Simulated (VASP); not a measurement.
Here is a VASP 6.6.1 calculation.

The input INCAR:

```
ALGO = Normal
EDIFF = 1E-6
ENCUT = 520
GGA = PE
ISIF = 2
ISMEAR = 0
LASPH = T
LCHARG = F
LREAL = F
LWAVE = F
NBANDS = 35
NELM = 80
PREC = Accurate
SIGMA = 0.05
```

Contents of KPOINTS:

```
k-points
0
Gamma
  6 6 8
```

File POSCAR:

```
SnO2
1.0
    4.6345967963      0.0000000000      0.0000000000
    0.0000000000      4.6345967963      0.0000000000
    0.0000000000      0.0000000000      3.1084713030
Sn O
2 4
Direct
    0.0000000000      0.0000000000      0.0000000000
    0.5000000000      0.5000000000      0.5000000000
    0.3066050863      0.3066050863      0.0000000000
    0.1933949137      0.8066050863      0.5000000000
    0.6933949137      0.6933949137      0.0000000000
    0.8066050863      0.1933949137      0.5000000000
```

Potentials or basis: VASP PAW PBE potentials, release 64 (Sn_d, O).

Command:

```bash
$ cat potpaw_PBE.64/Sn_d/POTCAR potpaw_PBE.64/O/POTCAR > POTCAR
$ mpirun -np 1 vasp_std > vasp.out
```

**Question.** What does it give for the band gap on the k mesh?

**Answer.** 2.11 eV.

**Question.** What does it give for the pressure?

**Answer.** 30.7 GPa.

Stress tensor (GPa, compression positive):
```
27.61  0.00  0.00
 0.00 27.61  0.00
 0.00  0.00 36.99
```

Caveat: the cell differs from its parent crystal (strain -0.040 along x and y, -0.040 along z); the cell stands under pressure; spin-orbit coupling is left out, which moves the levels of the heavy elements.
